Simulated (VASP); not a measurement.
Set up this calculation in VASP 6.6.1, as the native input.

* Task: single point
* Functional: LDA
* Potentials or basis: VASP PAW LDA potentials, release 64 (Ti_sv)
* Cutoff: 500 eV
* k mesh: 7 × 7 × 10
* Occupations: methfessel-paxton, width 0.1 eV
* Spin: no spin polarisation
* Dipole correction: no
* Further INCAR settings: ALGO = Normal; EDIFF = 1e-06; NBANDS = 25

The structure of Ti lies in POSCAR:

```
Ti
1.0
    4.6000000000      0.0000000000      0.0000000000
   -2.3000000000      3.9837168600      0.0000000000
    0.0000000000      0.0000000000      2.8200000000
Ti
3
Direct
    0.0000000000      0.0000000000      0.0000000000
    0.3333333333      0.6666666667      0.5000000000
    0.6666666667      0.3333333333      0.5000000000
```

This isn't the form of Ti at room conditions, which is hcp.

The input as run:

INCAR

```
SYSTEM = Ti
PREC = Accurate
ENCUT = 500
EDIFF = 1E-6
ISMEAR = 1
SIGMA = 0.1
LREAL = .False.
LASPH = .True.
NELM = 120
ALGO = Normal
ISIF = 2
LWAVE = .False.
LCHARG = .False.
NBANDS = 25
GGA_COMPAT = .False.
```

KPOINTS

```
Automatic mesh
0
Gamma
  7 7 10
  0 0 0
```

Potentials or basis: VASP PAW LDA potentials, release 64 (Ti_sv).

The run is started by

```console
$ cat potpaw_LDA.64/Ti_sv/POTCAR > POTCAR
$ mpirun -np 1 vasp_std > vasp.out
```

It gave:

The pressure is -9.2 GPa and the band gap on the k mesh is zero (bands 18 and 19 overlap by 0.23 eV).

Caveat: the cell stands under tension.

It took 48 s on 1 thread of Intel(R) Xeon(R) Platinum 8375C CPU @ 2.90GHz (Ice Lake), on a shared host, peak memory 0.18 GiB.
